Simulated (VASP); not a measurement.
Wanted: the native input for a VASP 6.6.1 run.

```
Task                   : single point
Functional             : PBEsol
Potentials or basis    : VASP PAW PBE potentials, release 64 (Ag, Cl)
Cutoff                 : 520 eV
k mesh                 : 10 × 10 × 10
Occupations            : gaussian, width 0.05 eV
Spin                   : no spin polarisation
Dipole correction      : no
Further INCAR settings : ALGO = Normal; EDIFF = 1e-06; NBANDS = 16
```

The structure of AgCl lies in POSCAR:

```
AgCl
1.0
    3.3311591989      0.0000000000     -0.2748206339
    0.0000000000      3.3311591989     -0.0916068780
   -0.2748206339     -0.0916068780      3.3311591989
Ag Cl
1 1
Direct
    0.0000000000      0.0000000000      0.0000000000
    0.5000000000      0.5000000000      0.5000000000
```

This cell differs from its parent crystal: engineering shear strain xz -0.1650, engineering shear strain yz -0.0550.

One way to write it, as run:

INCAR

```
SYSTEM = AgCl
  ALGO = Normal
  EDIFF = 1E-6
  ENCUT = 520
  GGA = PS
  ISIF = 2
  ISMEAR = 0
  LASPH = .True.
  LCHARG = .False.
  LREAL = .False.
  LWAVE = .False.
  NBANDS = 16
  NELM = 80
  PREC = Accurate
  SIGMA = 0.05
```

KPOINTS

```
k-points
0
Gamma
  10 10 10
  0 0 0
```

Potentials or basis: VASP PAW PBE potentials, release 64 (Ag, Cl).

Launch:

```sh
$ cat potpaw_PBE.64/Ag/POTCAR potpaw_PBE.64/Cl/POTCAR > POTCAR
$ mpirun -np 1 vasp_std > vasp.out
```

It gave:

```
Pressure               : 1.4 GPa
Band gap on the k mesh : 0.04 eV (least direct gap 2.12 eV)
```

Caveat: the cell differs from its parent crystal (engineering shear strain xz -0.1650, engineering shear strain yz -0.0550); the PAW data sets were made with another functional, which shifts forces and pressure a little.

It took 100 s on 1 thread of Intel(R) Xeon(R) 6975P-C (Granite Rapids), on a shared host, peak memory 0.39 GiB.
